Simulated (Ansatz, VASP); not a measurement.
**SnS3 in VASP and in Ansatz**

```xyz
4
Lattice="-2.2518 2.2518 4.9296 2.2518 -2.2518 4.9296 2.2518 2.2518 -4.9296" Properties=species:S:1:pos:R:3 pbc="T T T"
Sn    0.0000    0.0000    0.0000
S     0.0000    2.2518    2.4648
S     2.2518    0.0000    2.4648
S     0.0000    0.0000    4.9296
```

Change from the starting cell: species swapped into the Ga3Hg type (I4/mmm, No. 139).

Alike in both runs: task single point; functional PBE; k mesh 6 × 6 × 6; occupations gaussian, width 0.1 eV; no spin polarisation.

|  | VASP | Ansatz |
| --- | --- | --- |
| version | VASP 6.6.1 | Ansatz 0.2.0 |
| potentials or method | VASP PAW PBE potentials, release 64 (Sn_d, S), cutoff 520 eV | scalar-relativistic, plane waves, PAW |
| valence electrons in the cell | 32 | 32 |

```csv
,VASP,Ansatz,Ansatz less VASP
gap on the k mesh at the Fermi level (eV),none,none,-
pressure (GPa),-8.9,-8.8,+0.05
"traceless stress, the component that is largest in VASP (GPa)",4.56,4.56,-0.002
```

A gap of «none» marks a metal or a gap that the smearing closes.
